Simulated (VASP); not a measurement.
SbTe2O:

```
Sb Te O
1.0
     4.56936    0.00000    0.00000
    -2.28468    3.95718    0.00000
     0.00000    0.00000    5.78602
Sb Te O
1 2 1
Direct
  0.66667 0.33333 0.50000
  0.00000 0.00000 0.25019
  0.00000 0.00000 0.74981
  0.33333 0.66667 0.00000
```

The cell was generated, and may not be a known phase.

- Program: VASP 6.6.1
- Task: relaxation of cell and atoms
- Functional: PBE
- Potentials or basis: VASP PAW PBE potentials, release 64 (Sb, Te, O)
- Cutoff: 600 eV
- k mesh: 6 × 6 × 4
- Occupations: gaussian, width 0.1 eV
- Spin: no spin polarisation

At the start: pressure 2.7 GPa; volume 26.16 Å³/atom.

Problem. Where does the relaxation end?

Solution. Over 12 steps the energy falls by 264.4 meV/atom and the volume is 24.15 Å³/atom (-7.7 %); space group P-6m2 (No. 187, to 0.1 Å) before and after.

Step by step:
| step | energy change (eV) | largest force (eV/Å) | pressure (GPa) | volume (Å³) |
| --- | --- | --- | --- | --- |
| 1 | 0.0000 | 1.7357 | 2.69 | 104.62 |
| 2 | -0.4141 | 0.6931 | -3.00 | 111.20 |
| 3 | -0.4513 | 0.5461 | -4.84 | 114.29 |
| 4 | -0.8784 | 0.0730 | -2.78 | 105.14 |
| 5 | -1.0031 | 0.3582 | -0.81 | 99.89 |
| 6 | -0.8352 | 1.4320 | 5.84 | 89.47 |
| 7 | -1.0154 | 0.6425 | 0.36 | 97.56 |
| 8 | -1.0549 | 0.1211 | -0.27 | 96.67 |
| 9 | -1.0551 | 0.1460 | -0.21 | 96.72 |
| 10 | -1.0570 | 0.0596 | 0.16 | 96.24 |
| 11 | -1.0570 | 0.0467 | 0.25 | 96.18 |
| 12 | -1.0574 | 0.0268 | 0.02 | 96.60 |

Final structure:
```
CELL_PARAMETERS angstrom
4.02081 0.00000 0.00000
-2.01041 3.48213 0.00000
0.00000 0.00000 6.89944
ATOMIC_POSITIONS crystal
Sb 0.66667 0.33333 0.50000
Te 0.00000 0.00000 0.21104
Te 0.00000 0.00000 0.78896
O 0.33333 0.66667 0.00000
```

Caveat: a cell axis changed by over 15 % at a fixed basis, so the end point is rough; an odd number of electrons without spin polarisation forces a metal; a magnetic or distorted state may lie lower.
